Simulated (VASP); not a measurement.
**Se: electric field gradients with PBEsol**

Se:

```
Se
1.0
     4.35160    0.00000    0.00000
    -2.17580    3.76859    0.00000
     0.00000    0.00000    4.93703
Se
3
Cartesian
  0.9809 0.0000 1.6457
  -0.4904 0.8494 3.2914
  1.6854 2.9192 0.0000
```

This cell differs from its parent crystal: volume scaled by 0.99.

| Quantity | Value |
| --- | --- |
| Program | VASP 6.6.1 |
| Task | electric field gradients |
| Functional | PBEsol |
| Potentials or basis | VASP PAW PBE potentials, release 64 (Se) |
| Cutoff | 520 eV |
| k mesh | 6 × 6 × 5 |
| Occupations | fermi-dirac, width 0.03 eV |
| Spin | no spin polarisation |
| Dipole correction | no |
| Further INCAR settings | ALGO = Normal; EDIFF = 1e-08; NBANDS = 16 |

- Pressure: 1.0 GPa
- Largest force: 0.439 eV/Å
- Band gap on the k mesh: 1.23 eV, indirect (least direct gap 1.48 eV)

Forces on the atoms (eV/Å):
```
Se   0.439  0.000  0.000
Se  -0.220  0.380  0.000
Se  -0.220 -0.380  0.000
```

Stress tensor (GPa, compression positive):
```
0.33 0.00 0.00
0.00 0.33 0.00
0.00 0.00 2.22
```

Levels at points of the mesh, in eV from the valence-band top:
```tsv
k point	band 7	band 8	band 9	band 10	band 11	band 12
(0.00, 0.00, 0.00)	-2.00	-2.00	-0.32	1.96	1.96	2.23
(0.50, 0.00, 0.00)	-2.87	-1.73	-0.93	1.98	2.40	4.25
```

Electric field gradients, principal values (V/Å²):
| atom | least | middle | greatest (by size) |
| --- | --- | --- | --- |
| 1 Se | 160.639 | 326.068 | -486.707 |
| 2 Se | 160.639 | 326.068 | -486.707 |
| 3 Se | 160.638 | 326.068 | -486.706 |

It took 28 s on 1 thread of Intel(R) Xeon(R) Platinum 8375C CPU @ 2.90GHz (Ice Lake) (shared host), peak memory 0.19 GiB.

Caveat: without QUAD_EFG the Cq values of the log hold for a quadrupole moment of 1 mb, not for the nuclei; the PAW data sets were made with another functional, which shifts forces and pressure a little. A k mesh can miss the band edges.
